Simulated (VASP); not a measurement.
Runs of VASP 6.6.1 on Si2B3. The structure is that of space group R-3m (No. 166), or close to it. The cells are those of the table. 

```tsv
task	cell	k mesh	gap on the mesh (eV)	pressure (GPa)	relaxed volume (Å³/atom)
single point	a = 4.334 Å, angles 57.2°, 5 atoms	5 × 5 × 5	none	0.2	-
relaxation of cell and atoms	relaxed from a = 4.087 Å, angles 65.5°, 5 atoms	5 × 5 × 5	none	-0.1	10.84
relaxation of cell and atoms	relaxed from a = 5.966 Å, angles 35.3°, 5 atoms	5 × 5 × 5	none	0.5	(a)
single point	a = 4.365 Å, angles 56.5°, 5 atoms	5 × 5 × 5	none	0.2	-
relaxation of cell and atoms	relaxed from a = 6.759 Å, angles 25.6°, 5 atoms	6 × 6 × 6	none	0.0	9.15
```

Alike in all rows: level PBE; potentials or basis VASP PAW PBE potentials, release 64 (Si, B); no spin polarisation; cutoff (eV) 500; smearing gaussian 0.2 eV.

Q: Fill in the values left out.

A: (a) 10.77.

Caveats: some runs use coarse meshes.

A gap of «none» marks levels without a gap at the run's occupations.
